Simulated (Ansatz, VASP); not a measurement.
**TeW2: VASP beside Ansatz**

INCAR

```
PREC = Accurate ; ENCUT = 520
EDIFF = 1E-7 ; ISMEAR = -1
SIGMA = 0.05 ; LREAL = F
LASPH = T ; NELM = 60
ALGO = Normal ; ISIF = 2
LWAVE = F ; LCHARG = T
GGA = PE ; LELF = T
LVHAR = T ; NBANDS = 24
```

File KPOINTS:

```
Automatic mesh
0
Gamma
  7 7 7
```

Contents of POSCAR:

```
TeW2
1.0
    0.0000000000      3.1711333419      3.1711333419
    3.1711333419      0.0000000000      3.1711333419
    3.1711333419      3.1711333419      0.0000000000
Te W
1 2
Direct
    0.0000000000      0.0000000000      0.0000000000
    0.2500000000      0.2500000000      0.2500000000
    0.7500000000      0.7500000000      0.7500000000
```

input.yaml

```yaml
crystal:
  lattice:
    - [0.0, 3.1711333419, 3.1711333419]
    - [3.1711333419, 0.0, 3.1711333419]
    - [3.1711333419, 3.1711333419, 0.0]
  atoms:
    - { symbol: Te, position: [0.0, 0.0, 0.0] }
    - { symbol: W, position: [0.25, 0.25, 0.25] }
    - { symbol: W, position: [0.75, 0.75, 0.75] }
kpoints:
  mp_grid: { grid: [7, 7, 7] }
scf:
  occupations: { method: fermi_dirac, width: 0.05 }
hamiltonian:
  xc: pbe
  pseudopotentials: { kind: all_electron, lapw: { basis_error: 0.001 } }
output:
  forces: true
  stress: true
  eigenvalues: true
```

Change from the starting cell: volume scaled by 1.04.

Alike in both runs: task single point; functional PBE; k mesh 7 × 7 × 7; occupations fermi-dirac, width 0.05 eV; no spin polarisation.

|  | VASP | Ansatz |
| --- | --- | --- |
| version | VASP 6.6.1 | Ansatz 0.2.0 |
| potentials or method | VASP PAW PBE potentials, release 64 (Te, W_sv), cutoff 520 eV | all-electron LAPW, scalar-relativistic |

```tsv
	VASP	Ansatz	Ansatz less VASP
gap on the k mesh at the Fermi level (eV)	none	none	-
pressure (GPa)	-6.7	-6.8	-0.01
```

A gap of «none» marks a metal or a gap that the smearing closes. Ansatz ran all-electron here, and VASP with PAW potentials.

Spin-orbit coupling is off throughout.
